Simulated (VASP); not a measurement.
Wanted: the native input for a VASP 6.6.1 run.

| Property | Result |
| --- | --- |
| Task | single point |
| Functional | PBE0 |
| Potentials or basis | VASP PAW PBE potentials, release 64 (I, K_sv) |
| Cutoff | 520 eV |
| k mesh | 4 × 4 × 4 |
| Occupations | fermi-dirac, width 0.05 eV |
| Spin | no spin polarisation |
| Dipole correction | no |
| Grid for exact exchange (PRECFOCK) | Normal |
| Further INCAR settings | ALGO = Normal; EDIFF = 1e-06; NBANDS = 15 |
| Share of exact exchange | 0.25 |

The system is KI.

```xyz
2
Lattice="0.0000 3.5562 3.5562 3.5562 0.0000 3.5562 3.5562 3.5562 0.0000" Properties=species:S:1:pos:R:3 pbc="T T T"
I     3.5562    3.5562    3.5562
K     0.0000    0.0000    0.0000
```

The input as run:

POSCAR

```
KI
1.0
    0.0000000000      3.5561715428      3.5561715428
    3.5561715428      0.0000000000      3.5561715428
    3.5561715428      3.5561715428      0.0000000000
I K
1 1
Direct
    0.5000000000      0.5000000000      0.5000000000
    0.0000000000      0.0000000000      0.0000000000
```

INCAR.step1

```
PREC = Accurate
ENCUT = 520
EDIFF = 1E-5
ISMEAR = -1
SIGMA = 0.05
LREAL = F
LASPH = T
NELM = 80
ALGO = Normal
ISIF = 2
LWAVE = T
NBANDS = 15
GGA = PE
```

INCAR.step2

```
PREC = Accurate
ENCUT = 520
EDIFF = 1E-6
ISMEAR = -1
SIGMA = 0.05
LREAL = F
LASPH = T
NELM = 80
ALGO = Normal
ISIF = 2
LWAVE = F
LCHARG = T
GGA = PE
LHFCALC = T
AEXX = 0.25
PRECFOCK = Normal
LELF = T
LVHAR = T
NBANDS = 15
ISTART = 1
```

KPOINTS

```
Automatic mesh
0
Gamma
  4 4 4
```

Potentials or basis: VASP PAW PBE potentials, release 64 (I, K_sv).

Run with:

```console
$ cat potpaw_PBE.64/I/POTCAR potpaw_PBE.64/K_sv/POTCAR > POTCAR
$ cp INCAR.step1 INCAR
$ mpirun -np 1 vasp_std > vasp.out
$ cp INCAR.step2 INCAR
$ mpirun -np 1 vasp_std > vasp.out
```

Results of the run:

| Quantity | Value |
| --- | --- |
| Pressure | 0.1 GPa |
| Band gap on the k mesh | 5.61 eV |

Caveat: the PAW data sets were made with another functional, which shifts forces and pressure a little; spin-orbit coupling is left out, which moves the levels of the heavy elements.

Wall time 10 min on 1 thread of Intel(R) Xeon(R) Platinum 8488C (Sapphire Rapids), on a shared host, peak memory 0.26 GiB.
